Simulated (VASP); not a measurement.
# SiC (F-43m) in VASP: notebook

Runs on SiC. Level: PBE. Tasks: vibrations by perturbation theory.

Program: VASP 6.6.1. These are calculated values, not measurements. Logs are shortened: lines on timing, memory, paths and dates and some standing lists are left out, and cuts for length are marked.

## 1. The cell of the first run

It takes space group F-43m (No. 216, cubic). Conventional cell: a = 4.354 Å, b = 4.354 Å, c = 4.354 Å, α = 90.00°, β = 90.00°, γ = 90.00°. Si (site symmetry -43m) has 4 C at 1.89 Å within 2.5 Å. C (site symmetry -43m) has 4 Si at 1.89 Å within 2.5 Å.

## 2. Vibrations by perturbation theory, PBE

INCAR

```
  PREC = Accurate
  ENCUT = 600
  EDIFF = 1E-8
  ISMEAR = 0
  SIGMA = 0.01
  LREAL = F
  LASPH = T
  NELM = 120
  ALGO = Normal
  ISIF = 2
  LWAVE = F
  LCHARG = T
  GGA = PE
  IBRION = 8
  NSW = 1
  LEPSILON = T
  GGA_COMPAT = F
```

KPOINTS

```
Automatic mesh
0
Gamma
  9 9 9
```

POSCAR

```
SiC
1.0
    0.0000000000      2.1769970000      2.1769970000
    2.1769970000      0.0000000000      2.1769970000
    2.1769970000      2.1769970000      0.0000000000
Si C
1 1
Direct
    0.2500000000      0.2500000000      0.2500000000
    0.0000000000      0.0000000000      0.0000000000
```

Potentials or basis: VASP PAW PBE potentials, release 64 (Si, C).

Launch:

```
$ cat potpaw_PBE.64/Si/POTCAR potpaw_PBE.64/C/POTCAR > POTCAR
$ mpirun -np 1 vasp_std > vasp.out
```

OUTCAR:

```text
PREC = Accurate
   ENCUT = 600
   EDIFF = 1E-8
   ISMEAR = 0
   LREAL = F
   LASPH = T
   NELM = 120
   ISIF = 2
   GGA = PE
   IBRION = 8
   NSW = 1
   LEPSILON = T

 ion  position               nearest neighbor table
   1  0.250  0.250  0.250-   2 1.89   2 1.89   2 1.89   2 1.89
   2  0.000  0.000  0.000-   1 1.89   1 1.89   1 1.89   1 1.89

  LATTYP: Found a face centered cubic cell.
 ALAT       =     4.3539940000

  Lattice vectors:

 A1 = (   0.0000000000,   2.1769970000,   2.1769970000)
 A2 = (   2.1769970000,   0.0000000000,   2.1769970000)
 A3 = (   2.1769970000,   2.1769970000,   0.0000000000)

Analysis of symmetry for initial positions (statically):
=====================================================================
 Subroutine PRICEL returns:
 Original cell was already a primitive cell.

 Routine SETGRP: Setting up the symmetry group for a
 face centered cubic supercell.

 Subroutine GETGRP returns: Found 24 space group operations
 (whereof 24 operations were pure point group operations)
 out of a pool of 48 trial point group operations.

The static configuration has the point symmetry T_d .

Analysis of symmetry for dynamics (positions and initial velocities):
=====================================================================
 Subroutine PRICEL returns:
 Original cell was already a primitive cell.

 Routine SETGRP: Setting up the symmetry group for a
 face centered cubic supercell.

 Subroutine GETGRP returns: Found 24 space group operations
 (whereof 24 operations were pure point group operations)
 out of a pool of 48 trial point group operations.

The dynamic configuration has the point symmetry T_d .

 Subroutine INISYM returns: Found 24 space group operations
 (whereof 24 operations are pure point group operations),
 and found     1 'primitive' translations

----------------------------------------------------------------------------------------
[... 495 lines left out ...]
     0.00000  0.00027  8.42735
     0.00000  8.42735  0.00027

 MACROSCOPIC STATIC DIELECTRIC TENSOR (including local field effects in DFT)
 ------------------------------------------------------
           7.028586    -0.000000     0.000000
           0.000000     7.028586     0.000000
          -0.000000     0.000000     7.028586
 ------------------------------------------------------

 PIEZOELECTRIC TENSOR (including local field effects)  for field in x, y, z        (e  Angst)
          XX          YY          ZZ          XY          YZ          ZX
  --------------------------------------------------------------------------------
  x     0.00000    -0.00000    -0.00000     0.00000     1.27815     0.00000
  y     0.00000     0.00000     0.00000     0.00000     0.00000     1.27815
  z     0.00000     0.00000     0.00000     1.27815     0.00000     0.00000

 PIEZOELECTRIC TENSOR (including local field effects)  for field in x, y, z        (C/m^2)
          XX          YY          ZZ          XY          YZ          ZX
  --------------------------------------------------------------------------------
  x     0.00000    -0.00000    -0.00000     0.00000     0.99240     0.00000
  y     0.00000     0.00000     0.00000     0.00000     0.00000     0.99240
  z     0.00000     0.00000     0.00000     0.99240     0.00000     0.00000

 BORN EFFECTIVE CHARGES (including local field effects) (in |e|, cummulative output)
 ---------------------------------------------------------------------------------
 ion    1
    1     2.70022     0.00000     0.00000
    2     0.00000     2.70022     0.00000
    3     0.00000     0.00000     2.70022
 ion    2
    1    -2.70022     0.00000     0.00000
    2     0.00000    -2.70022     0.00000
    3     0.00000     0.00000    -2.70022

 INTERNAL STRAIN TENSOR FOR ION    2 for displacements in x,y,z  (eV/Angst):
          X           Y           Z          XY          YZ          ZX
  --------------------------------------------------------------------------------
  x     0.00000     0.00000     0.00000     0.00000     8.42735     0.00000
  y    -0.00000     0.00000    -0.00000     0.00000     0.00000     8.42735
  z     0.00000     0.00000     0.00000     8.42735     0.00000     0.00000

 SECOND DERIVATIVES (NOT SYMMETRIZED)
 ------------------------------------
               1X          1Y          1Z          2X          2Y          2Z
  1X   -19.322145    0.000000    0.000000   19.322145    0.000000    0.000000
  1Y     0.000000  -19.322145    0.000000    0.000000   19.322145    0.000000
  1Z     0.000000    0.000000  -19.322145    0.000000    0.000000   19.322145
  2X    19.320518    0.000000    0.000000  -19.320518    0.000000    0.000000
  2Y     0.000000   19.320518    0.000000    0.000000  -19.320518    0.000000
  2Z     0.000000    0.000000   19.320518    0.000000    0.000000  -19.320518

 Eigenvectors and eigenvalues of the dynamical matrix
 ----------------------------------------------------

   1 f  =   23.691323 THz   148.856972 2PiTHz  790.257468 cm-1    97.979395 meV
             X         Y         Z           dx          dy          dz
      1.088499  1.088499  1.088499     0.541062    0.082615    0.000000
      0.000000  0.000000  0.000000    -0.827326   -0.126325    0.000000
[... 21 lines left out ...]
   6 f/i=    0.000457 THz     0.002870 2PiTHz    0.015237 cm-1     0.001889 meV
             X         Y         Z           dx          dy          dz
      1.088499  1.088499  1.088499     0.298540   -0.781857    0.000000
      0.000000  0.000000  0.000000     0.195242   -0.511326    0.000000

--------------------------------------------------------------------------------------------------------

 MACROSCOPIC STATIC DIELECTRIC TENSOR IONIC CONTRIBUTION
 ------------------------------------------------------
           3.309194    -0.000000    -0.000000
          -0.000000     3.309194    -0.000000
          -0.000000    -0.000000     3.309194
 ------------------------------------------------------

 ELASTIC MODULI CONTR FROM IONIC RELAXATION (kBar)
 Direction    XX          YY          ZZ          XY          YZ          ZX
 --------------------------------------------------------------------------------
 XX          -0.0000     -0.0000      0.0000      0.0000     -0.0000     -0.0000
 YY          -0.0000     -0.0000     -0.0000      0.0000      0.0000     -0.0000
 ZZ           0.0000     -0.0000     -0.0000     -0.0000      0.0000     -0.0000
 XY           0.0000      0.0000     -0.0000   -265.4746     -0.0000      0.0000
 YZ          -0.0000      0.0000      0.0000      0.0000   -265.4746      0.0000
 ZX          -0.0000     -0.0000     -0.0000      0.0000      0.0000   -265.4746
 --------------------------------------------------------------------------------

 PIEZOELECTRIC TENSOR IONIC CONTR  for field in x, y, z        (C/m^2)
          XX          YY          ZZ          XY          YZ          ZX
  --------------------------------------------------------------------------------
  x    -0.00000     0.00000     0.00000     0.00000    -0.88195     0.00000
  y    -0.00000    -0.00000    -0.00000     0.00000     0.00000    -0.88195
  z     0.00000     0.00000    -0.00000    -0.88195     0.00000     0.00000
```

stdout:

```text
POSCAR found type information on POSCAR SiC
 POSCAR found :  2 types and       2 ions
 scaLAPACK will be used
 LDA part: xc-table for (Slater+PW92), standard interpolation
 POSCAR, INCAR and KPOINTS ok, starting setup
 FFT: planning ... GRIDC
 FFT: planning ... GRID_SOFT
 FFT: planning ... GRID
 WAVECAR not read
 entering main loop
[... 23 lines left out ...]
  Direction:   3
 dielectric tensor                  component  3 :     1.138     1.576     7.029
 Linear response DOF=           2
 Linear response progress:
 first order change of Fermi-energy   0.31886E-04
 force on displaced ion       1 direction 1 : -19.322   0.000   0.000
 Born effective charge ion    1 direction 1 :   2.691   0.000   0.000
 Linear response progress:
 first order change of Fermi-energy   0.30207E-03
 force on displaced ion       2 direction 1 : -19.321   0.000   0.000
 Born effective charge ion    2 direction 1 :  -2.708   0.000   0.000
 Born effective charges drift removed
 Linear response finished
```

Wall time 4.7 min (1 thread of AMD EPYC 9R45 (Zen 5), shared host); peak memory 0.17 GiB.

What came out:

```yaml
Electronic_dielectric_tensor_diagonal: 7.03
Born_charges_mean_of_the_diagonal: Si +2.70; C -2.70 e
Highest_phonon_frequency_at_Γ_LO-TO_splitting_left_out: 790 cm⁻¹
```

Phonon frequencies in cm⁻¹ (negative: imaginary):
```
              q point        frequencies
(0.000, 0.000, 0.000)  0 0 0 790 790 790
```

Electronic dielectric tensor:
```
7.03 0.00 0.00
0.00 7.03 0.00
0.00 0.00 7.03
```

Born effective charge tensors (e):
atom 1, Si
```
2.70 0.00 0.00
0.00 2.70 0.00
0.00 0.00 2.70
```
atom 2, C
```
-2.70  0.00  0.00
 0.00 -2.70  0.00
 0.00  0.00 -2.70
```

Caveat: the cell wasn't relaxed at this level first, which shifts response properties.

(Continued in part 2 of 2.)
